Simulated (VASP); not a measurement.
Wanted: the native input for a VASP 6.6.1 run.

```yaml
Task: single point
Functional: PBE
Potentials_or_basis: VASP PAW PBE potentials, release 64 (C, B)
Cutoff: 520 eV
k_mesh: 10 × 10 × 4
Occupations: fermi-dirac, width 0.05 eV
Spin: no spin polarisation
Dipole_correction: no
Further_INCAR_settings: ALGO = Normal; EDIFF = 1e-06; NBANDS = 26
```

The structure of BC7 lies in POSCAR:

```
BC7
1.0
    2.5183650000      0.0000000000      0.0000000000
    0.0000000000      2.5183650000      0.0000000000
    0.0000000000      0.0000000000      7.4943010000
C B
7 1
Direct
    0.4994800000      0.5026790000      0.7579290000
    0.4911600000      0.5003670000      0.2393790000
    0.4894410000      0.0079160000      0.3524270000
    0.0001410000      0.4952520000      0.6453360000
    0.5096960000     -0.0056130000      0.8813180000
   -0.0064010000      0.4874060000      0.1154580000
    0.0042140000      0.0090270000      0.0059210000
   -0.0018740000     -0.0039030000      0.4966240000
```

This cell differs from its parent crystal: atoms moved at random.

One way to write it, as run:

INCAR

```
SYSTEM = BC7
PREC = Accurate ; ENCUT = 520
EDIFF = 1E-6 ; ISMEAR = -1
SIGMA = 0.05 ; LREAL = .False.
LASPH = .True. ; NELM = 60
ALGO = Normal ; ISIF = 2
LWAVE = .False. ; LCHARG = .False.
GGA = PE ; NBANDS = 26
```

KPOINTS

```
Automatic mesh
0
Gamma
  10 10 4
  0 0 0
```

Potentials or basis: VASP PAW PBE potentials, release 64 (C, B).

Launch:

```bash
$ cat potpaw_PBE.64/C/POTCAR potpaw_PBE.64/B/POTCAR > POTCAR
$ mpirun -np 1 vasp_std > vasp.out
```

It gave:

The pressure is 1.2 GPa and the largest force is 3.577 eV/Å.

Caveat: the cell differs from its parent crystal (atoms moved at random); forces of over 1 eV/Å act on the atoms, so gaps and moduli don't describe the material at rest.

Run time: 5.4 min on 1 thread of AMD EPYC 7R43 64-Core Processor (Zen 3), with other jobs on the host, peak memory 0.25 GiB.
